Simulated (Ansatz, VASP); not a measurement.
# One calculation of Cd2SeO, two programs

Contents of INCAR:

```
  ALGO = Normal
  EDIFF = 1E-7
  ENCUT = 520
  GGA = PE
  ISIF = 2
  ISMEAR = -1
  LASPH = T
  LCHARG = F
  LREAL = F
  LWAVE = F
  NBANDS = 26
  NELM = 100
  PREC = Accurate
  SIGMA = 0.02
```

The input KPOINTS:

```
k-points
0
Gamma
  6 6 4
```

Contents of POSCAR:

```
Cd2SeO
1.0
    3.8800001856      0.0000000000      0.0000000000
    0.0000000000      3.8800001856      0.0000000000
    0.0000000000      0.0000000000      5.3377784595
O Cd Se
1 2 1
Direct
    0.0000000000      0.0000000000      0.0000000000
    0.0000000000      0.0000000000      0.5000000000
    0.5000000000      0.5000000000      0.0000000000
    0.5000000000      0.5000000000      0.5000000000
```

Input for Ansatz:

```yaml
crystal:
  lattice:
    - [3.8800001856, 0.0, 0.0]
    - [0.0, 3.8800001856, 0.0]
    - [0.0, 0.0, 5.3377784595]
  atoms:
    - { symbol: O, position: [0.0, 0.0, 0.0] }
    - { symbol: Cd, position: [0.0, 0.0, 0.5] }
    - { symbol: Se, position: [0.5, 0.5, 0.5] }
    - { symbol: Cd, position: [0.5, 0.5, 0.0] }
kpoints:
  mp_grid: { grid: [6, 6, 4] }
hamiltonian:
  xc: pbe
scf:
  occupations: { method: fermi_dirac, width: 0.02 }
  n_extra_bands: 5
output:
  forces: true
  stress: true
  eigenvalues: true
```

Alike in both runs: task single point; functional PBE; k mesh 6 × 6 × 4; occupations fermi-dirac, width 0.02 eV; no spin polarisation.

```csv
,VASP,Ansatz
version,VASP 6.6.1,Ansatz 0.2.0
potentials or method,"VASP PAW PBE potentials, release 64 (O, Cd, Se)","plane waves, PAW"
plane-wave cutoff (eV),520,420
valence electrons in the cell,36,62
```

Ansatz gave:

- pressure (GPa): -3.9

Task: What did VASP give for the same quantities?

Result: Pressure (GPa): -3.5.

With one functional, cell and mesh, what is left measures potentials, basis and numerics. VASP's potentials hold 36 valence electrons a cell and Ansatz's 62, so a difference there can come from the potentials and not from the codes.
